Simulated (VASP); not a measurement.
# Re2Os (P6/mmm) in VASP: notebook

Runs on Re2Os. Level: PBE. Tasks: single point, relaxation of cell and atoms.

Everything below comes from runs of VASP 6.6.1. Logs are shortened: lines on timing, memory, paths and dates and some standing lists are left out, and cuts for length are marked.

**1. The cell of the first run**

It takes space group P6/mmm (No. 191, hexagonal). The conventional cell has a = 4.360 Å, b = 4.360 Å, c = 2.732 Å, α = 90.00°, β = 90.00°, γ = 120.00°. Re (site symmetry -6m2) has 5 Re at 2.52 to 2.73 Å and 6 Os at 2.86 Å within 3.3 Å. Os (site symmetry 6/mmm) has 2 Os at 2.73 Å and 12 Re at 2.86 Å within 3.6 Å.

**2. Single point, PBE**

INCAR reads:

```
SYSTEM = Re2Os
  ALGO = Fast
  EDIFF = 1E-6
  ENCUT = 520
  GGA = PE
  ISIF = 2
  ISMEAR = 0
  LASPH = .TRUE.
  LCHARG = .FALSE.
  LREAL = .FALSE.
  LWAVE = .FALSE.
  NBANDS = 18
  NELM = 100
  PREC = Accurate
  SIGMA = 0.1
```

KPOINTS reads:

```
k-points
0
G
  6 6 6
  0 0 0
```

POSCAR reads:

```
Re2Os
1.0
    4.3603610845      0.0000000000      0.0000000000
   -2.1801805423      3.7761834688      0.0000000000
    0.0000000000      0.0000000000      2.7315483294
Re Os
2 1
Direct
    0.3333333333      0.6666666667      0.5000000000
    0.6666666667      0.3333333333      0.5000000000
    0.0000000000      0.0000000000      0.0000000000
```

Potentials or basis: VASP PAW PBE potentials, release 64 (Re, Os).

On the command line:

```console
$ cat potpaw_PBE.64/Re/POTCAR potpaw_PBE.64/Os/POTCAR > POTCAR
$ mpirun -np 1 vasp_std > vasp.out
```

OUTCAR:

```text
SYSTEM = Re2Os
   EDIFF = 1E-6
   ENCUT = 520
   GGA = PE
   ISIF = 2
   ISMEAR = 0
   LASPH = .TRUE.
   LREAL = .FALSE.
   NELM = 100
   PREC = Accurate

 ion  position               nearest neighbor table
   1  0.333  0.667  0.500-   2 2.52   2 2.52   2 2.52   3 2.86   3 2.86   3 2.86   3 2.86   3 2.86
                             3 2.86
   2  0.667  0.333  0.500-   1 2.52   1 2.52   1 2.52   3 2.86   3 2.86   3 2.86   3 2.86   3 2.86
                             3 2.86
   3  0.000  0.000  0.000-   1 2.86   2 2.86   1 2.86   2 2.86   1 2.86   1 2.86   2 2.86   2 2.86
                             2 2.86   2 2.86   1 2.86   1 2.86

  LATTYP: Found a hexagonal cell.
 ALAT       =     4.3603610845
 C/A-ratio  =     0.6264500294

  Lattice vectors:

 A1 = (   4.3603610845,   0.0000000000,   0.0000000000)
 A2 = (  -2.1801805423,   3.7761834688,   0.0000000000)
 A3 = (   0.0000000000,   0.0000000000,   2.7315483294)

Analysis of symmetry for initial positions (statically):
=====================================================================
 Subroutine PRICEL returns:
 Original cell was already a primitive cell.

 Routine SETGRP: Setting up the symmetry group for a
 hexagonal supercell.

 Subroutine GETGRP returns: Found 24 space group operations
 (whereof 24 operations were pure point group operations)
 out of a pool of 24 trial point group operations.

The static configuration has the point symmetry D_6h.

Analysis of symmetry for dynamics (positions and initial velocities):
=====================================================================
 Subroutine PRICEL returns:
 Original cell was already a primitive cell.

 Routine SETGRP: Setting up the symmetry group for a
 hexagonal supercell.

 Subroutine GETGRP returns: Found 24 space group operations
 (whereof 24 operations were pure point group operations)
 out of a pool of 24 trial point group operations.

The dynamic configuration has the point symmetry D_6h.

 Subroutine INISYM returns: Found 24 space group operations
 (whereof 24 operations are pure point group operations),
 and found     1 'primitive' translations

----------------------------------------------------------------------------------------

                                     Primitive cell

  volume of cell :      44.9764

  direct lattice vectors                    reciprocal lattice vectors
     4.360361085  0.000000000  0.000000000     0.229338805  0.132408821  0.000000000
    -2.180180542  3.776183469  0.000000000     0.000000000  0.264817641  0.000000000
     0.000000000  0.000000000  2.731548329     0.000000000  0.000000000  0.366092735

  length of vectors
     4.360361085  4.360361084  2.731548329     0.264817641  0.264817641  0.366092735

  position of ions in fractional coordinates (direct lattice)
     0.333333333  0.666666667  0.500000000
     0.666666667  0.333333333  0.500000000
     0.000000000  0.000000000  0.000000000

  ion indices of the primitive-cell ions
   primitive index   ion index
                 1           1
                 2           2
                 3           3

----------------------------------------------------------------------------------------

 KPOINTS: k-points

Automatic generation of k-mesh.
 Grid dimensions read from file:
 generate k-points for:    6    6    6

 Generating k-lattice:

  Cartesian coordinates                     Fractional coordinates (reciprocal lattice)
     0.038223134  0.022068137  0.000000000     0.166666667  0.000000000  0.000000000
     0.000000000  0.044136274  0.000000000     0.000000000  0.166666667  0.000000000
     0.000000000  0.000000000  0.061015456     0.000000000  0.000000000  0.166666667

  Length of vectors
     0.044136274  0.044136274  0.061015456

  Shift w.r.t. Gamma in fractional coordinates (k-lattice)
     0.000000000  0.000000000  0.000000000

 Subroutine IBZKPT returns following result:
 ===========================================

 Found     28 irreducible k-points:

 Following reciprocal coordinates:
            Coordinates               Weight
  0.000000  0.000000  0.000000      1.000000
  0.166667  0.000000  0.000000      6.000000
  0.333333  0.000000  0.000000      6.000000
  0.500000 -0.000000  0.000000      3.000000
  0.166667  0.166667  0.000000      6.000000
  0.333333  0.166667  0.000000     12.000000
[... 16 lines left out ...]
  0.166667  0.000000  0.500000      6.000000
  0.333333  0.000000  0.500000      6.000000
 [... further k-points ...]
   k-points           NKPTS =     28   k-points in BZ     NKDIM =     28   number of bands    NBANDS=     18
   number of dos      NEDOS =    301   number of ions     NIONS =      3
   total plane-waves  NPLWV =  20480
   dimension x,y,z NGX =    32 NGY =   32 NGZ =   20
   dimension x,y,z NGXF=    64 NGYF=   64 NGZF=   40
   ions per type =               2   1
   NGX,Y,Z   is equivalent  to a cutoff of  12.20, 12.20, 12.17 a.u.
   NGXF,Y,Z  is equivalent  to a cutoff of  24.40, 24.40, 24.34 a.u.
 SYSTEM =  Re2Os
   PREC   = accura    normal or accurate (medium, high low for compatibility)
   ISTART =      0    job   : 0-new  1-cont  2-samecut
   ICHARG =      2    charge: 1-file 2-atom 10-const
   ISPIN  =      1    spin polarized calculation?
   LNONCOLLINEAR =      F non collinear calculations
   LSORBIT =      F    spin-orbit coupling
   LASPH  =      T    aspherical Exc in radial PAW
   ENCUT  =  520.0 eV  38.22 Ry    6.18 a.u.   8.11  8.11  5.08*2*pi/ulx,y,z
   NELM   =    100;   NELMIN=  2; NELMDL= -5     # of ELM steps
   EDIFF  = 0.1E-05   stopping-criterion for ELM
   LREAL  =      F    real-space projection
   EDIFFG = 0.1E-04   stopping-criterion for IOM
   NSW    =      0    number of steps for IOM
   IBRION =     -1    ionic relax: 0-MD 1-quasi-New 2-CG
   NFREE  =      0    steps in history (QN), initial steepest desc. (CG)
   ISIF   =      2    stress and relaxation
   ISYM   =      2    0-nonsym 1-usesym 2-fastsym
   POTIM  = 0.5000    time-step for ionic-motion
   TEBEG  =    0.0;   TEEND  =   0.0 temperature during run
   PSTRESS=    0.0 pullay stress
   NELECT =      22.0000    total number of electrons
   NUPDOWN=      -1.0000    fix difference up-down
   EMIN   =  10.00;   EMAX   =-10.00  energy-range for DOS
   EFERMI =   0.00;   METHOD = LEGACY
   ISMEAR =     0;   SIGMA  =   0.10  broadening in eV -4-tet -1-fermi 0-gaus
   EFERMI_NEDOS =   21; number of points for ismear=-14 and -15
   IALGO  =     68    algorithm
   IMIX   =      4    mixing-type and parameters
     AMIX     =   0.40;   BMIX     =  1.00
     AMIX_MAG =   1.60;   BMIX_MAG =  1.00
  volume/ion in A,a.u.               =      14.99       101.17
  Fermi-wavevector in a.u.,A,eV,Ry     =   1.289895  2.437547 22.637758  1.663828
  Thomas-Fermi vector in A             =   2.421760
   LORBIT       =      0    0 simple, 1 ext, 2 COOP (PROOUT), +10 PAW based schemes
   GGA     = PE    functional components
   LHFCALC =     F    Hartree Fock is set to
   AEXX    =    0.0000 exact exchange contribution
   IVDW    =     0    specifies the selected vdW correction
   LEPSILON=     F    determine dielectric tensor
   LRPA    =     F    only Hartree local field effects (RPA)
 non-spin polarized calculation
 RMM-DIIS sequential band-by-band and
 Gauss-broadening in eV      SIGMA  =   0.10
  energy-cutoff  :      520.00
  volume of cell :       44.98
 maximum number of plane-waves:      1242
   NGX = 17   NGY = 17   NGZ = 11

 number of electron      22.0000002 magnetization

 Free energy of the ion-electron system (eV)
  ---------------------------------------------------
  ext. energy  EPLUGINS =         0.00000000
  ---------------------------------------------------
  free energy    TOTEN  =       -35.65684853 eV

  energy without entropy =      -35.64878863  energy(sigma->0) =      -35.65281858

 E-fermi :   8.2222     XC(G=0): -13.6155

 val. band max:        8.1886876924   @ k =   0.5000  -0.0000   0.1667
 cond. band min:       8.3079830606   @ k =   0.1667   0.1667   0.3333
 fundamental gap:      0.1192953682
 Fermi energy:         8.2221714021

 k-point     1 :       0.0000    0.0000    0.0000
  band No.  band energies     occupation
      1      -1.9869      2.00000
      2       1.8682      2.00000
      3       4.6408      2.00000
      4       4.6992      2.00000
      5       4.6992      2.00000
      6       5.0088      2.00000
[... 10 lines left out ...]
     17      15.4082      0.00000
     18      18.4099      0.00000

 k-point     2 :       0.1667    0.0000    0.0000
  band No.  band energies     occupation
      1      -1.5440      2.00000
      2       1.9801      2.00000
      3       3.3029      2.00000
      4       4.1641      2.00000
      5       4.2230      2.00000
      6       5.3536      2.00000
[... 10 lines left out ...]
     17      15.1789      0.00000
     18      15.6946      0.00000

 k-point     3 :       0.3333    0.0000    0.0000
  band No.  band energies     occupation
      1      -0.3577      2.00000
      2       1.6323      2.00000
      3       2.4733      2.00000
      4       3.5292      2.00000
      5       4.1296      2.00000
      6       4.9626      2.00000
[... 10 lines left out ...]
     17      12.6243      0.00000
     18      13.2890      0.00000

 k-point     4 :       0.5000   -0.0000    0.0000
  band No.  band energies     occupation
      1       0.8874      2.00000
      2       1.3567      2.00000
      3       1.4058      2.00000
      4       3.9808      2.00000
      5       4.3056      2.00000
      6       4.3309      2.00000
[... 375 lines left out ...]
      4       2.6797      2.00000
      5       2.6797      2.00000
      6       3.9220      2.00000
[... 10 lines left out ...]
     17      13.3511      0.00000
     18      18.2155      0.00000

 k-point    23 :       0.1667    0.0000    0.5000
  band No.  band energies     occupation
      1       1.7447      2.00000
      2       2.1469      2.00000
      3       2.2137      2.00000
      4       2.7808      2.00000
      5       3.5164      2.00000
      6       3.8270      2.00000
[... 10 lines left out ...]
     17      13.7326      0.00000
     18      16.7173      0.00000

 k-point    24 :       0.3333    0.0000    0.5000
  band No.  band energies     occupation
      1       1.7287      2.00000
      2       2.0609      2.00000
      3       2.5540      2.00000
      4       2.9879      2.00000
      5       3.9721      2.00000
      6       4.5430      2.00000
[... 10 lines left out ...]
     17      13.9255      0.00000
     18      16.1308      0.00000

 [... further k-points ...]
[... 5 lines left out ...]
  --------------------------------------------------------------------------------------
  -------------------------------------------------------------------------------------
  Total       -0.3097065     -0.3097065     -0.0478008      0.0000000      0.0000000      0.0000000
  in kB      -11.0325647    -11.0325647     -1.7027899      0.0000000      0.0000000      0.0000000
  external PRESSURE =      -7.9226398 kB  Pullay stress =       0.0000000 kB

 VOLUME and BASIS-vectors are now :
 -----------------------------------------------------------------------------
  energy-cutoff  :      520.00
  volume of cell :       44.98
      direct lattice vectors                 reciprocal lattice vectors
     4.360361085  0.000000000  0.000000000     0.229338805  0.132408821  0.000000000
    -2.180180542  3.776183469  0.000000000     0.000000000  0.264817641  0.000000000
     0.000000000  0.000000000  2.731548329     0.000000000  0.000000000  0.366092735

 POSITION                                       TOTAL-FORCE (eV/Angst)
 -----------------------------------------------------------------------------------
     -0.00000      2.51746      1.36577         0.000000      0.000000      0.000000
      2.18018      1.25873      1.36577        -0.000000      0.000000     -0.000000
      0.00000      0.00000      0.00000         0.000000      0.000000      0.000000
 -----------------------------------------------------------------------------------
    total drift:                               -0.000000      0.000000      0.000000

  FREE ENERGIE OF THE ION-ELECTRON SYSTEM (eV)
  ---------------------------------------------------
  free  energy   TOTEN  =       -35.6568485292 eV

  energy  without entropy=      -35.6487886310  energy(sigma->0) =      -35.65281858
```

It took 11 s on 1 thread of Intel Xeon 6975P-C (Granite Rapids), shared host; peak memory 0.16 GiB.

What came out:

- Free energy: -35.6568 eV
- Pressure: -0.8 GPa
- Band gap on the k mesh: zero (bands 11 and 12 overlap by 2.64 eV)

Caveat: the k points lie up to 0.38 Å⁻¹ apart, too coarse for converged energies and pressures of a metal; spin-orbit coupling is left out, which moves the levels of the heavy elements.

**3. Relaxation of cell and atoms, PBE**

This run uses another cell than the first one, of 13.14 Å³/atom.

INCAR reads:

```
SYSTEM = Re2Os
ALGO     = Normal         ! electronic algorithm
EDIFF    = 1E-7           ! SCF threshold, eV
EDIFFG   = -0.04          ! ionic threshold
ENCUT    = 600            ! plane-wave cutoff, eV
GGA      = PE             ! functional
IBRION   = 2              ! ionic algorithm
ISIF     = 3              ! what is computed and relaxed
ISMEAR   = 0              ! smearing method
LASPH    = .TRUE.         ! aspherical terms in the spheres
LCHARG   = .FALSE.        ! write CHGCAR
LREAL    = .FALSE.        ! projectors in reciprocal space
LWAVE    = .FALSE.        ! write WAVECAR
NELM     = 60             ! most SCF steps
NSW      = 90             ! ionic steps
PREC     = Accurate       ! precision mode
SIGMA    = 0.1            ! smearing width, eV
```

KPOINTS reads:

```
k-points
0
G
  6 6 4
  0 0 0
```

POSCAR reads:

```
Re2Os
1.0
    3.4799995076      0.0000000000      0.0000000000
   -1.7399997538      3.0137679787      0.0000000000
    0.0000000000      0.0000000000      3.7574745514
Re Os
2 1
Direct
    0.3333333333      0.6666666667      0.5000000000
    0.6666666667      0.3333333333      0.5000000000
    0.0000000000      0.0000000000      0.0000000000
```

Potentials or basis: VASP PAW PBE potentials, release 64 (Re, Os).

On the command line:

```console
$ cat potpaw_PBE.64/Re/POTCAR potpaw_PBE.64/Os/POTCAR > POTCAR
$ mpirun -np 1 vasp_std > vasp.out
```

OUTCAR:

```text
SYSTEM = Re2Os
   EDIFF = 1E-7
   EDIFFG = -0.04
   ENCUT = 600
   GGA = PE
   IBRION = 2
   ISIF = 3
   ISMEAR = 0
   LASPH = .TRUE.
   LREAL = .FALSE.
   NELM = 60
   NSW = 90
   PREC = Accurate

 ion  position               nearest neighbor table
   1  0.333  0.667  0.500-   2 2.01   2 2.01   2 2.01   3 2.75   3 2.75   3 2.75   3 2.75   3 2.75
                             3 2.75
   2  0.667  0.333  0.500-   1 2.01   1 2.01   1 2.01   3 2.75   3 2.75   3 2.75   3 2.75   3 2.75
                             3 2.75
   3  0.000  0.000  0.000-   1 2.75   2 2.75   1 2.75   2 2.75   1 2.75   1 2.75   2 2.75   2 2.75
                             2 2.75   2 2.75   1 2.75   1 2.75

  LATTYP: Found a hexagonal cell.
 ALAT       =     3.4799995076
 C/A-ratio  =     1.0797342193

  Lattice vectors:

 A1 = (   3.4799995076,   0.0000000000,   0.0000000000)
 A2 = (  -1.7399997538,   3.0137679787,   0.0000000000)
 A3 = (   0.0000000000,   0.0000000000,   3.7574745514)

Analysis of symmetry for initial positions (statically):
=====================================================================
 Subroutine PRICEL returns:
 Original cell was already a primitive cell.

 Routine SETGRP: Setting up the symmetry group for a
 hexagonal supercell.

 Subroutine GETGRP returns: Found 24 space group operations
 (whereof 24 operations were pure point group operations)
[... 240 lines left out ...]
------------------------ aborting loop EDIFF was not reached (unconverged)  ----------------------------

  FORCE on cell =-STRESS in cart. coord.  units (eV):
  Direction    XX          YY          ZZ          XY          YZ          ZX
  --------------------------------------------------------------------------------------
  -------------------------------------------------------------------------------------
  Total      -32.4051536    -32.4051536    -19.0145238      0.0000000      0.0000000      0.0000000
  in kB     -262.5956825   -262.5956825   -154.0844988      0.0000000      0.0000000      0.0000000
  external PRESSURE =    -226.4252879 kB  Pullay stress =       0.0000000 kB
[... 1549 lines left out ...]
      2       1.7766      2.00000
      3       1.7766      2.00000
      4       4.2270      2.00000
      5       4.2270      2.00000
      6       6.9031      2.00000
      7      15.7986      2.00000
      8      16.8831      2.00000
      9      16.8831      2.00000
     10      16.9718      2.00000
     11      16.9718      2.00000
     12      20.8873      0.00000
     13      25.2224      0.00000
     14      25.6979      0.00000
     15      25.6979      0.00000

[... ionic steps 4 to 22 ...]

--------------------------------------- Ionic step       23  -------------------------------------------

 number of electron      22.0000000 magnetization

------------------------ aborting loop because EDIFF is reached ----------------------------------------
[... 69 lines left out ...]
--------------------------------------- Ionic step       25  -------------------------------------------

 number of electron      22.0000000 magnetization

 Free energy of the ion-electron system (eV)
  ---------------------------------------------------
  ext. energy  EPLUGINS =         0.00000000
  ---------------------------------------------------
  free energy    TOTEN  =       -35.52394825 eV

  energy without entropy =      -35.51381246  energy(sigma->0) =      -35.51888035

 E-fermi :   8.0685     XC(G=0): -13.6053

 val. band max:        7.8433318619   @ k =   0.0000   0.0000   0.0000
 cond. band min:       8.1049128933   @ k =   0.1667   0.1667   0.2500
 fundamental gap:      0.2615810314
 Fermi energy:         8.0685069297
[... 406 lines left out ...]
  FREE ENERGIE OF THE ION-ELECTRON SYSTEM (eV)
  ---------------------------------------------------
  free  energy   TOTEN  =       -35.5239482508 eV

  energy  without entropy=      -35.5138124574  energy(sigma->0) =      -35.51888035

 reached required accuracy - stopping structural energy minimisation
```

CONTCAR:

```text
Re2Os
   1.00000000000000
     4.3578571328430842    0.0000000000000000   -0.0000000000000000
    -2.1789285664215421    3.7740149831367500   -0.0000000000000000
     0.0000000000000000   -0.0000000000000000    2.7391410655983099
  Re              Os
     2     1
Direct
     0.3333333332999970    0.6666666667000030    0.5000000000000000
     0.6666666667000030    0.3333333332999970    0.5000000000000000
     0.0000000000000000    0.0000000000000000    0.0000000000000000

  0.00000000E+00  0.00000000E+00  0.00000000E+00
  0.00000000E+00  0.00000000E+00  0.00000000E+00
  0.00000000E+00  0.00000000E+00  0.00000000E+00
```

Run time: 5.3 min. Hardware: 1 thread of Intel Xeon 6975P-C (Granite Rapids), shared host; peak memory 0.18 GiB.

What came out:

- Free energy: -35.5239 eV
- Relaxed volume: 15.02 Å³/atom
- Relaxed cell: a = 4.358 Å, b = 4.358 Å, c = 2.739 Å, α = 90.00°, β = 90.00°, γ = 120.00°
- Space group after relaxing (to 0.1 Å): P6/mmm (No. 191)
- Pressure after relaxing: -0.3 GPa
- Band gap on the k mesh: zero (bands 11 and 12 overlap by 2.67 eV)

Final structure:
```yaml
crystal:
  lattice:
    - [4.35786, 0.00000, 0.00000]
    - [-2.17893, 3.77401, 0.00000]
    - [0.00000, 0.00000, 2.73914]
  atoms:
    - { symbol: Re, position: [0.33333, 0.66667, 0.50000] }
    - { symbol: Re, position: [0.66667, 0.33333, 0.50000] }
    - { symbol: Os, position: [0.00000, 0.00000, 0.00000] }
```

Levels at points of the mesh, in eV from the Fermi level:
```tsv
k point	band 8	band 9	band 10	band 11	band 12	band 13	band 14	band 15
(0.00, 0.00, 0.00)	-2.45	-1.29	-1.29	-0.87	-0.87	-0.23	-0.23	3.62
(0.50, 0.00, 0.00)	-2.33	-2.05	-0.64	0.04	0.62	0.97	1.94	2.44
(0.00, 0.00, 0.50)	-1.23	-1.03	-1.03	1.59	1.59	2.99	2.99	4.00
(0.50, 0.00, 0.50)	-2.11	-1.35	-0.78	0.22	1.92	2.19	2.43	3.33
```

Caveat: the k points lie up to 0.57 Å⁻¹ apart in the final cell, too coarse for converged energies and pressures of a metal; a cell axis changed by over 15 % at a fixed basis, so the end point is rough; spin-orbit coupling is left out, which moves the levels of the heavy elements.

[end of part 1 of 2]

The gap in the log of VASP goes by the Fermi energy; the results here count the filled bands.